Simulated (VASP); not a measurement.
Crystal: LiInF6.

```xyz
8
Lattice="5.0964 0.0000 0.0000 -2.5482 4.4136 0.0000 0.0000 -2.9424 4.5872" Properties=species:S:1:pos:R:3 pbc="T T T"
Li    2.5482   -1.4712    2.2936
In    0.0000    0.0000    0.0000
F     1.4882    0.2383    1.1009
F    -0.9505    1.1696    1.1009
F     2.0105    3.0057    1.1009
F     1.0601    1.2329    3.4863
F     3.4987    0.3016    3.4863
F     0.5377   -1.5345    3.4863
```

| Property | Result |
| --- | --- |
| Program | VASP 6.6.1 |
| Task | relaxation of the atoms |
| Functional | PBE |
| Potentials or basis | VASP PAW PBE potentials, release 64 (Li_sv, In_d, F) |
| Cutoff | 650 eV |
| k mesh | 5 × 5 × 5 |
| Occupations | fermi-dirac, width 0.1 eV |
| Spin | no spin polarisation |

At the start: pressure 21.8 GPa; volume 12.90 Å³/atom.

Question: Where does the relaxation end?

Answer: Over 11 steps the energy falls by 374.8 meV/atom; space group R-3 (No. 148, to 0.1 Å) before and after.

Step by step:
```
step  energy change (eV)  largest force (eV/Å)  pressure (GPa)
   1              0.0000                4.0152           21.77
   2             -2.4336                0.7190            3.05
   3             -2.5060                0.5573           -0.72
   4             -2.5108                0.5229           -0.09
   5             -2.5900                0.4781           -0.31
   6             -2.7847                0.3514           -0.93
   7             -2.9534                0.3605           -1.59
   8             -2.9924                0.1521            1.23
   9             -2.9962                0.0472            0.55
  10             -2.9976                0.0270            0.55
  11             -2.9984                0.0066            0.55
```

Final structure:
```xyz
8
Lattice="5.0964 0.0000 0.0000 -2.5482 4.4136 0.0000 0.0000 -2.9424 4.5872" Properties=species:S:1:pos:R:3 pbc="T T T"
Li    2.5482   -1.4712    2.2936
In    0.0000    0.0000    0.0000
F     1.7429   -0.0493    1.1792
F    -0.8287    1.5341    1.1792
F     1.6340    2.9289    1.1792
F     0.8053    1.5206    3.4080
F     3.3769   -0.0628    3.4080
F     0.9142   -1.4577    3.4080
```
